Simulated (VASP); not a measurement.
# LiNbO3 (R3c) in VASP: single point with PBE

Aim: the single point of LiNbO3 with PBE.

Everything below comes from runs of VASP 6.6.1. Logs are shortened: lines on timing, memory, paths and dates and some standing lists are left out, and cuts for length are marked.

## Step 1: The cell of the first run

It takes space group R3c (No. 161, trigonal). The conventional cell has a = 5.165 Å, b = 5.165 Å, c = 14.051 Å, α = 90.00°, β = 90.00°, γ = 120.00°. Li (site symmetry 3) has 6 O at 2.07 to 2.26 Å within 2.7 Å. Within 2.5 Å of Nb (site symmetry 3) lie 6 O at 1.88 to 2.16 Å. Within 2.5 Å of O (site symmetry 1) lie 2 Nb at 1.88 to 2.16 Å and 2 Li at 2.07 to 2.26 Å.

## Step 2: Single point, PBE

Input file INCAR:

```
PREC = Accurate ; ENCUT = 520
EDIFF = 1E-6 ; ISMEAR = 0
SIGMA = 0.01 ; LREAL = F
LASPH = T ; NELM = 60
ALGO = Normal ; ISIF = 2
LWAVE = F ; LCHARG = F
GGA = PE ; NBANDS = 45
```

Input file KPOINTS:

```
regular mesh
0
Gamma
  4 4 4
```

Input file POSCAR:

```
LiNbO3
1.0
    2.5826531505      1.4910954917      4.6836096123
   -2.5826531505      1.4910954917      4.6836096123
    0.0000000000     -2.9821909833      4.6836096123
Li Nb O
2 2 6
Direct
    0.3017984476      0.3017984476      0.3017984476
    0.8017984476      0.8017984476      0.8017984476
    0.0202103769      0.0202103769      0.0202103769
    0.5202103769      0.5202103769      0.5202103769
    0.1287668723      0.3798515611      0.7405727421
    0.7405727421      0.1287668723      0.3798515611
    0.3798515611      0.7405727421      0.1287668723
    0.2405727421      0.8798515611      0.6287668723
    0.8798515611      0.6287668723      0.2405727421
    0.6287668723      0.2405727421      0.8798515611
```

Potentials or basis: VASP PAW PBE potentials, release 64 (Li_sv, Nb_sv, O).

Run with:

```bash
$ cat potpaw_PBE.64/Li_sv/POTCAR potpaw_PBE.64/Nb_sv/POTCAR potpaw_PBE.64/O/POTCAR > POTCAR
$ mpirun -np 1 vasp_std > vasp.out
```

OUTCAR:

```text
PREC = Accurate
   ENCUT = 520
   EDIFF = 1E-6
   ISMEAR = 0
   LREAL = F
   LASPH = T
   NELM = 60
   ISIF = 2
   GGA = PE

 ion  position               nearest neighbor table
   1  0.302  0.302  0.302-  10 2.07   9 2.07   8 2.07   5 2.26   6 2.26   7 2.26
   2  0.802  0.802  0.802-   6 2.07   5 2.07   7 2.07   9 2.26  10 2.26   8 2.26
   3  0.020  0.020  0.020-   6 1.88   7 1.88   5 1.88   8 2.16  10 2.16   9 2.16
   4  0.520  0.520  0.520-  10 1.88   8 1.88   9 1.88   7 2.16   6 2.16   5 2.16
   5  0.129  0.380  0.741-   3 1.88   2 2.07   4 2.16   1 2.26
   6  0.741  0.129  0.380-   3 1.88   2 2.07   4 2.16   1 2.26
   7  0.380  0.741  0.129-   3 1.88   2 2.07   4 2.16   1 2.26
   8  0.241  0.880  0.629-   4 1.88   1 2.07   3 2.16   2 2.26
   9  0.880  0.629  0.241-   4 1.88   1 2.07   3 2.16   2 2.26
  10  0.629  0.241  0.880-   4 1.88   1 2.07   3 2.16   2 2.26

  LATTYP: Found a trigonal (rhomboedric) cell.
 ALAT       =     5.5524464934
 COS(alpha) =     0.5672935187

  Lattice vectors:

 A1 = (   2.5826531505,   1.4910954917,   4.6836096123)
 A2 = (  -2.5826531505,   1.4910954917,   4.6836096123)
 A3 = (   0.0000000000,  -2.9821909833,   4.6836096123)

Analysis of symmetry for initial positions (statically):
=====================================================================
 Subroutine PRICEL returns:
 Original cell was already a primitive cell.

 Routine SETGRP: Setting up the symmetry group for a
 trigonal (rhombohedral) supercell.

 Subroutine GETGRP returns: Found  6 space group operations
 (whereof  3 operations were pure point group operations)
 out of a pool of 12 trial point group operations.

The static configuration has the point symmetry C_3 .
 The point group associated with its full space group is C_3v.

Analysis of symmetry for dynamics (positions and initial velocities):
=====================================================================
 Subroutine PRICEL returns:
 Original cell was already a primitive cell.

 Routine SETGRP: Setting up the symmetry group for a
 trigonal (rhombohedral) supercell.

 Subroutine GETGRP returns: Found  6 space group operations
 (whereof  3 operations were pure point group operations)
 out of a pool of 12 trial point group operations.

The dynamic configuration has the point symmetry C_3 .
 The point group associated with its full space group is C_3v.

 Subroutine INISYM returns: Found  6 space group operations
 (whereof  3 operations are pure point group operations),
 and found     1 'primitive' translations

[... 108 lines left out ...]
   PSTRESS=    0.0 pullay stress
   NELECT =      68.0000    total number of electrons
   NUPDOWN=      -1.0000    fix difference up-down
   EMIN   =  10.00;   EMAX   =-10.00  energy-range for DOS
   EFERMI =   0.00;   METHOD = LEGACY
   ISMEAR =     0;   SIGMA  =   0.01  broadening in eV -4-tet -1-fermi 0-gaus
   EFERMI_NEDOS =   21; number of points for ismear=-14 and -15
   IALGO  =     38    algorithm
   IMIX   =      4    mixing-type and parameters
     AMIX     =   0.40;   BMIX     =  1.00
     AMIX_MAG =   1.60;   BMIX_MAG =  1.00
  volume/ion in A,a.u.               =      10.82        73.03
  Fermi-wavevector in a.u.,A,eV,Ry     =   1.402200  2.649774 26.751298  1.966165
  Thomas-Fermi vector in A             =   2.524985
   LORBIT       =      0    0 simple, 1 ext, 2 COOP (PROOUT), +10 PAW based schemes
   GGA     = PE    functional components
   LHFCALC =     F    Hartree Fock is set to
   AEXX    =    0.0000 exact exchange contribution
   IVDW    =     0    specifies the selected vdW correction
   LEPSILON=     F    determine dielectric tensor
   LRPA    =     F    only Hartree local field effects (RPA)
 non-spin polarized calculation
 Gauss-broadening in eV      SIGMA  =   0.01
  energy-cutoff  :      520.00
  volume of cell :      108.22
 maximum number of plane-waves:      2964
 NGX is ok and might be reduce to    42
   NGX = 21   NGY = 21   NGZ = 21

 number of electron      68.0000008 magnetization

 Free energy of the ion-electron system (eV)
  ---------------------------------------------------
  ext. energy  EPLUGINS =         0.00000000
  ---------------------------------------------------
  free energy    TOTEN  =       -80.03882535 eV

  energy without entropy =      -80.03882535  energy(sigma->0) =      -80.03882535

 E-fermi :   3.5618     XC(G=0): -10.7063

 val. band max:        3.3767540105   @ k =   0.0000   0.0000   0.0000
 cond. band min:       6.9317411203   @ k =   0.5000   0.2500  -0.0000
 fundamental gap:      3.5549871098
 Fermi energy:         3.5617558593

 k-point     1 :       0.0000    0.0000    0.0000
  band No.  band energies     occupation
      1     -50.8489      2.00000
      2     -50.8352      2.00000
      3     -39.2325      2.00000
      4     -39.2301      2.00000
      5     -27.1262      2.00000
      6     -27.1262      2.00000
[... 613 lines left out ...]
     44      12.0697      0.00000
     45      12.4766      0.00000

------------------------ aborting loop because EDIFF is reached ----------------------------------------

  FORCE on cell =-STRESS in cart. coord.  units (eV):
  Direction    XX          YY          ZZ          XY          YZ          ZX
  --------------------------------------------------------------------------------------
  -------------------------------------------------------------------------------------
  Total        0.4745822      0.4745822     -0.1941513      0.0000000     -0.0000000      0.0000000
  in kB        7.0261685      7.0261685     -2.8744017      0.0000000     -0.0000000      0.0000000
  external PRESSURE =       3.7259784 kB  Pullay stress =       0.0000000 kB

 VOLUME and BASIS-vectors are now :
 -----------------------------------------------------------------------------
  energy-cutoff  :      520.00
  volume of cell :      108.22
      direct lattice vectors                 reciprocal lattice vectors
     2.582653151  1.491095492  4.683609612     0.193599361  0.111774643  0.071170179
    -2.582653151  1.491095492  4.683609612    -0.193599361  0.111774643  0.071170179
     0.000000000 -2.982190983  4.683609612     0.000000000 -0.223549287  0.071170179

 POSITION                                       TOTAL-FORCE (eV/Angst)
 -----------------------------------------------------------------------------------
      0.00000      0.00000      4.24052        -0.000000      0.000000      0.003765
      0.00000      0.00000     11.26593        -0.000000      0.000000      0.003765
      0.00000      0.00000      0.28397        -0.000000     -0.000000     -0.024328
      0.00000      0.00000      7.30939        -0.000000     -0.000000     -0.024328
     -0.64846     -1.45013      5.85072         0.008717      0.002601      0.006854
      1.58008      0.16348      5.85072        -0.006611      0.006249      0.006854
     -0.93162      1.28665      5.85072        -0.002106     -0.008849      0.006854
     -1.65104     -0.20444      8.19253         0.002106     -0.008849      0.006854
      0.64846      1.53206      8.19253        -0.008717      0.002601      0.006854
      1.00257     -1.32762      8.19253         0.006611      0.006249      0.006854
 -----------------------------------------------------------------------------------
    total drift:                                0.000000      0.000001     -0.000522

  FREE ENERGIE OF THE ION-ELECTRON SYSTEM (eV)
  ---------------------------------------------------
  free  energy   TOTEN  =       -80.0388253526 eV

  energy  without entropy=      -80.0388253526  energy(sigma->0) =      -80.03882535
```

OSZICAR:

```text
N       E                     dE             d eps       ncg     rms          rms(c)
DAV:   1     0.723340321993E+03    0.72334E+03   -0.36377E+04  1170   0.159E+03
DAV:   2    -0.316021922790E+02   -0.75494E+03   -0.73149E+03  1474   0.555E+02
DAV:   3    -0.922575701036E+02   -0.60655E+02   -0.60113E+02  1700   0.141E+02
DAV:   4    -0.978911600864E+02   -0.56336E+01   -0.56179E+01  2100   0.401E+01
DAV:   5    -0.981608517429E+02   -0.26969E+00   -0.26959E+00  1732   0.641E+00    0.272E+01
DAV:   6    -0.801368057430E+02    0.18024E+02   -0.78448E+01  1684   0.535E+01    0.941E+00
DAV:   7    -0.800302131087E+02    0.10659E+00   -0.82052E+00  1820   0.162E+01    0.540E+00
DAV:   8    -0.800402831700E+02   -0.10070E-01   -0.92945E-01  1908   0.653E+00    0.185E+00
DAV:   9    -0.800334685380E+02    0.68146E-02   -0.15048E-01  1629   0.295E+00    0.982E-01
DAV:  10    -0.800388034225E+02   -0.53349E-02   -0.38260E-02  1580   0.140E+00    0.159E-01
DAV:  11    -0.800387004372E+02    0.10299E-03   -0.33646E-03  1762   0.363E-01    0.472E-02
DAV:  12    -0.800388265996E+02   -0.12616E-03   -0.33889E-04  1692   0.125E-01    0.205E-02
DAV:  13    -0.800388288999E+02   -0.23003E-05   -0.94722E-05  1967   0.645E-02    0.210E-02
DAV:  14    -0.800388266083E+02    0.22917E-05   -0.21768E-05  1684   0.386E-02    0.639E-03
DAV:  15    -0.800388253242E+02    0.12841E-05   -0.19649E-06  1044   0.135E-02    0.266E-03
DAV:  16    -0.800388253526E+02   -0.28385E-07   -0.43951E-07   775   0.620E-03
   1 F= -.80038825E+02 E0= -.80038825E+02  d E =-.403662-152
```

stdout:

```text
POSCAR found type information on POSCAR LiNbO
 POSCAR found :  3 types and      10 ions
 scaLAPACK will be used
 LDA part: xc-table for (Slater+PW92), standard interpolation
 POSCAR, INCAR and KPOINTS ok, starting setup
 FFT: planning ... GRIDC
 FFT: planning ... GRID_SOFT
 FFT: planning ... GRID
 WAVECAR not read
 entering main loop
```

Run time: 3.5 min. Hardware: 1 thread of Intel Xeon 8259CL, shared host; peak memory 0.28 GiB.

Results:

```
Free energy            : -80.0388 eV
Largest force          : 0.024 eV/Å
Band gap on the k mesh : 3.55 eV, indirect (least direct gap 3.58 eV)
```

Forces in eV/Å, atoms in the order of the input:
```
Li   0.000  0.000  0.004
Li   0.000  0.000  0.004
Nb   0.000  0.000 -0.024
Nb   0.000  0.000 -0.024
O    0.009  0.003  0.007
O   -0.007  0.006  0.007
O   -0.002 -0.009  0.007
O    0.002 -0.009  0.007
O   -0.009  0.003  0.007
O    0.007  0.006  0.007
```

Caveat: the cutoff is under 1.25 times the usual one of these potentials, so pressure, stress and relaxed cells hold a basis-set (Pulay) error.
